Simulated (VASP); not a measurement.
Wanted: the native input for a VASP 6.6.1 run.

- Task: single point
- Functional: PBEsol
- Potentials or basis: VASP PAW PBE potentials, release 64 (Zn, Se)
- Cutoff: 520 eV
- k mesh: 8 × 8 × 8
- Occupations: gaussian, width 0.05 eV
- Spin: no spin polarisation
- Dipole correction: no
- Further INCAR settings: ALGO = Normal; EDIFF = 1e-06; NBANDS = 16

The structure of ZnSe (Stilleite) lies in POSCAR:

```
ZnSe
1.0
    0.0000000000      2.7395204457      2.7395204457
    2.7395204457      0.0000000000      2.7395204457
    2.7395204457      2.7395204457      0.0000000000
Zn Se
1 1
Direct
    0.0000000000      0.0000000000      0.0000000000
    0.2500000000      0.2500000000      0.2500000000
```

This cell differs from its parent crystal: volume scaled by 0.920.

One way to write it, as run:

INCAR

```
PREC = Accurate
ENCUT = 520
EDIFF = 1E-6
ISMEAR = 0
SIGMA = 0.05
LREAL = F
LASPH = T
NELM = 80
ALGO = Normal
ISIF = 2
LWAVE = F
LCHARG = T
GGA = PS
LELF = T
LVHAR = T
NBANDS = 16
```

KPOINTS

```
Automatic mesh
0
Gamma
  8 8 8
```

Potentials or basis: VASP PAW PBE potentials, release 64 (Zn, Se).

The run is started by

```bash
$ cat potpaw_PBE.64/Zn/POTCAR potpaw_PBE.64/Se/POTCAR > POTCAR
$ mpirun -np 1 vasp_std > vasp.out
```

Results of the run:

* Pressure: 6.9 GPa
* Band gap on the k mesh: 1.59 eV, direct

Caveat: the PAW data sets were made with another functional, which shifts forces and pressure a little.

It took 16 s on 1 thread of Intel(R) Xeon(R) Platinum 8488C (Sapphire Rapids) (shared host), peak memory 0.17 GiB.
